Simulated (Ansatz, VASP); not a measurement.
**One calculation of Mg, two programs**

```
Mg
1.0
     3.78160    2.18331    7.53002
    -3.78160    2.18331    7.53002
     0.00000   -4.36662    7.53002
Mg
12
Direct
  0.09592 0.49763 0.09592
  0.09592 0.09592 0.49763
  0.49763 0.09592 0.09592
  0.90408 0.50237 0.90408
  0.50237 0.90408 0.90408
  0.90408 0.90408 0.50237
  0.23484 0.63108 0.23484
  0.23484 0.23484 0.63108
  0.63108 0.23484 0.23484
  0.76516 0.36892 0.76516
  0.36892 0.76516 0.76516
  0.76516 0.76516 0.36892
```

Alike in both runs: functional r2SCAN; k mesh 3 × 3 × 3; occupations gaussian, width 0.1 eV; no spin polarisation.

Ansatz relaxed the structure, and its values are those at the end. VASP's run is a single point on that final structure, the one shown.

|  | VASP | Ansatz |
| --- | --- | --- |
| version | VASP 6.6.1 | Ansatz 0.2.0 |
| potentials or method | VASP PAW PBE potentials, release 64 (Mg), cutoff 520 eV | scalar-relativistic, plane waves, PAW |
| valence electrons in the cell | 24 | 120 |

|  | VASP | Ansatz | Ansatz less VASP |
| --- | --- | --- | --- |
| gap on the k mesh at the Fermi level (eV) | none | none | - |
| pressure (GPa) | -0.1 | 0.0 | +0.12 |
| rms of the force components (eV/Å) | 0.005 | 0.002 | -0.0031 |

VASP's potentials were made for PBE, not for r2SCAN. A gap of «none» marks a metal or a gap that the smearing closes. The functional is the same, so the differences come from potentials, cutoffs and numerics. VASP's potentials hold 24 valence electrons a cell and Ansatz's 120, so a difference there can come from the potentials and not from the codes.
